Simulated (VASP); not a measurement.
Here is a VASP 6.6.1 calculation.

The input INCAR:

```
ALGO = Normal
EDIFF = 1E-6
ENCUT = 520
GGA = PS
ISIF = 2
ISMEAR = -1
ISPIN = 2
LASPH = True
LCHARG = True
LDAU = True
LDAUJ = 0 0 0
LDAUL = -1 -1 2
LDAUPRINT = 1
LDAUTYPE = 2
LDAUU = 0 0 2.3
LELF = True
LMAXMIX = 4
LORBIT = 11
LREAL = False
LVHAR = True
LWAVE = False
MAGMOM = 0 0 0 0 0 0 0 3
NBANDS = 36
NELM = 150
PREC = Accurate
SIGMA = 0.01
```

The input KPOINTS:

```
k-points
0
Gamma
  3 3 3
```

The input POSCAR:

```
B3RuN4
1.0
    3.6150000000      0.0000000000      0.0000000000
    0.0000000000      3.6150000000      0.0000000000
    0.0000000000      0.0000000000      3.6150000000
B N Ru
3 4 1
Direct
    0.9831546800      0.9982477600      0.9954913800
    0.0307476700      0.4974867000      0.5045149700
    0.4940340300      0.9770954900      0.4914858200
    0.2467185100      0.2318996400      0.2472893300
    0.2440720000      0.7555566200      0.7579044000
    0.7670259000      0.2544217400      0.7535383200
    0.7541309200      0.7527021600      0.2447491600
    0.5111825600      0.5067323100      0.9977617200
```

Potentials or basis: VASP PAW PBE potentials, release 64 (B, N, Ru_pv).

Run with:

```bash
$ cat potpaw_PBE.64/B/POTCAR potpaw_PBE.64/N/POTCAR potpaw_PBE.64/Ru_pv/POTCAR > POTCAR
$ mpirun -np 1 vasp_std > vasp.out
```

Question: Predict the largest force.

Answer: 22.075 eV/Å.

Question: What does it give for the pressure?

Answer: 178.3 GPa.

Question: What does it give for the net moment?

Answer: -0.01 μB per cell.

Stress tensor (GPa, compression positive):
```
182.02  -3.66  14.29
 -3.66 180.29  14.57
 14.29  14.57 172.64
```

Caveat: the k points lie up to 0.58 Å⁻¹ apart; the PAW data sets were made with another functional, which shifts forces and pressure a little. The state reached can hang on the start; a lower one may exist.
